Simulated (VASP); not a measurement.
A run of VASP 6.6.1:

Contents of INCAR:

```
SYSTEM = LiIn4
  PREC = Accurate
  ENCUT = 520
  EDIFF = 1E-6
  ISMEAR = 0
  SIGMA = 0.1
  LREAL = .False.
  LASPH = .True.
  NELM = 80
  ALGO = Normal
  ISIF = 2
  LWAVE = .False.
  LCHARG = .False.
  GGA = PE
  NBANDS = 36
```

File KPOINTS:

```
regular mesh
0
Gamma
  6 6 2
  0 0 0
```

POSCAR

```
LiIn4
1.0
    3.3873533924      0.0000000029      0.0000000000
   -1.6936766988      2.9335340880      0.0000000000
    0.0000000000      0.0000000000     12.7294891453
Li In
1 4
Direct
    0.0000000000      0.0000000000      0.0000000000
    0.3333333333      0.6666666667      0.8199581101
    0.3333333333      0.6666666667      0.3945509749
    0.6666666667      0.3333333333      0.1800418899
    0.6666666667      0.3333333333      0.6054490251
```

Potentials or basis: VASP PAW PBE potentials, release 64 (Li_sv, In_d).

Launch:

```bash
$ cat potpaw_PBE.64/Li_sv/POTCAR potpaw_PBE.64/In_d/POTCAR > POTCAR
$ mpirun -np 1 vasp_std > vasp.out
```

Hardware: 1 thread of Intel(R) Xeon(R) Platinum 8488C (Sapphire Rapids), with other jobs on the host.

Question: How long does it take, and how much memory?

Answer: It took 52 s on 1 thread of Intel(R) Xeon(R) Platinum 8488C (Sapphire Rapids) (shared host), peak memory 0.27 GiB. Counts: scf iterations 14, k points 14.
